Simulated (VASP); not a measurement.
Cr3BRh:

```xyz
5
Lattice="3.8205 0.0000 0.0000 0.0000 3.8205 0.0000 0.0000 0.0000 3.8205" Properties=species:S:1:pos:R:3 pbc="T T T"
Rh    0.0000    0.0000    0.0000
B     1.9103    1.9103    1.9103
Cr    1.9103    1.9103    0.0000
Cr    1.9103    0.0000    1.9103
Cr    0.0000    1.9103    1.9103
```

| Property | Result |
| --- | --- |
| Program | VASP 6.6.1 |
| Task | relaxation of cell and atoms |
| Functional | PBE |
| Potentials or basis | VASP PAW PBE potentials, release 64 (Rh_pv, B, Cr_pv) |
| Cutoff | 600 eV |
| k mesh | 6 × 6 × 6 |
| Occupations | gaussian, width 0.1 eV |
| Spin | no spin polarisation |

At the start: pressure 10.8 GPa; volume 11.15 Å³/atom.

Question: How do energy, volume and symmetry change on relaxing?

Answer: Over 3 steps the energy falls by 15.8 meV/atom and the volume is 11.65 Å³/atom (+4.4 %); space group Pm-3m (No. 221, to 0.1 Å) before and after.

The path:
| step | energy change (eV) | largest force (eV/Å) | pressure (GPa) | volume (Å³) |
| --- | --- | --- | --- | --- |
| 1 | 0.0000 | 0.0000 | 10.77 | 55.77 |
| 2 | 0.0824 | 0.0000 | -12.71 | 62.04 |
| 3 | -0.0788 | 0.0000 | -0.14 | 58.25 |

Final structure:
```
CELL_PARAMETERS angstrom
3.87632 0.00000 0.00000
0.00000 3.87632 0.00000
0.00000 0.00000 3.87632
ATOMIC_POSITIONS crystal
Rh 0.00000 0.00000 0.00000
B 0.50000 0.50000 0.50000
Cr 0.50000 0.50000 0.00000
Cr 0.50000 0.00000 0.50000
Cr 0.00000 0.50000 0.50000
```

Caveat: the run has no spin polarisation, though such a crystal can be magnetic.
